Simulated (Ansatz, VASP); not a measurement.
# Two plane-wave programs on LiF

File INCAR:

```
SYSTEM = LiF
PREC = Accurate ; ENCUT = 600
EDIFF = 1E-6 ; ISMEAR = 0
SIGMA = 0.02 ; LREAL = .FALSE.
LASPH = .TRUE. ; NELM = 100
ALGO = Normal ; ISIF = 3
LWAVE = .FALSE. ; LCHARG = .FALSE.
GGA = PE ; IBRION = 2
NSW = 100 ; EDIFFG = -0.01
```

KPOINTS

```
Automatic mesh
0
G
  6 6 8
  0 0 0
```

POSCAR

```
LiF
1.0
    2.5742892652     -5.2441211023      0.0000000000
    2.5742892652      5.2441211023      0.0000000000
   -1.3590119544      0.0000000000      2.7338960049
Li F
3 3
Direct
    0.3092472460      0.2312325280      0.1675765326
    0.7687674720      0.6907527540      0.8324234674
    0.8348918739      0.1651081261      0.5000000000
    0.4055558790      0.5944441210      0.5000000000
    0.0114248952      0.9885751048      0.5000000000
    0.6701126339      0.3298873661      0.5000000000
```

Input for Ansatz:

```yaml
crystal:
  lattice:
    - [2.5742892652, -5.2441211023, 0.0]
    - [2.5742892652, 5.2441211023, 0.0]
    - [-1.3590119544, 0.0, 2.7338960049]
  atoms:
    - { symbol: Li, position: [0.309247246, 0.231232528, 0.1675765326] }
    - { symbol: Li, position: [0.768767472, 0.690752754, 0.8324234674] }
    - { symbol: Li, position: [0.8348918739, 0.1651081261, 0.5] }
    - { symbol: F, position: [0.405555879, 0.594444121, 0.5] }
    - { symbol: F, position: [0.0114248952, 0.9885751048, 0.5] }
    - { symbol: F, position: [0.6701126339, 0.3298873661, 0.5] }
basis:
  ecutwfc: 420
kpoints:
  mp_grid: { grid: [6, 6, 8] }
hamiltonian:
  xc: pbe
scf:
  occupations: { method: gaussian, width: 0.02 }
output:
  forces: true
  stress: true
  eigenvalues: true
relax:
  adjacent_minimum: "off"
  f_tol: 0.01
  max_steps: 80
  cell: { stress_tol: 0.05 }
```

Alike in both runs: task relaxation of cell and atoms; functional PBE; k mesh 6 × 6 × 8; occupations gaussian, width 0.02 eV; no spin polarisation.

|  | VASP | Ansatz |
| --- | --- | --- |
| version | VASP 6.6.1 | Ansatz 0.2.0 |
| potentials or method | VASP PAW PBE potentials, release 64 (Li_sv, F), cutoff 600 eV | scalar-relativistic, plane waves, PAW |
| valence electrons in the cell | 30 | 30 |

|  | VASP | Ansatz | Ansatz less VASP |
| --- | --- | --- | --- |
| gap on the k mesh at the Fermi level, each at its own relaxed structure (eV) | 5.62 | 5.58 | -0.039 |
| relaxed volume (Å³/atom) | 12.16 | 12.37 | +0.217 |
| relaxed cell length with the largest relative difference (Å) | 3.028 | 3.054 | +0.0259 |

Noted on VASP's run: the cutoff is short for stress, so the pressure is rough.
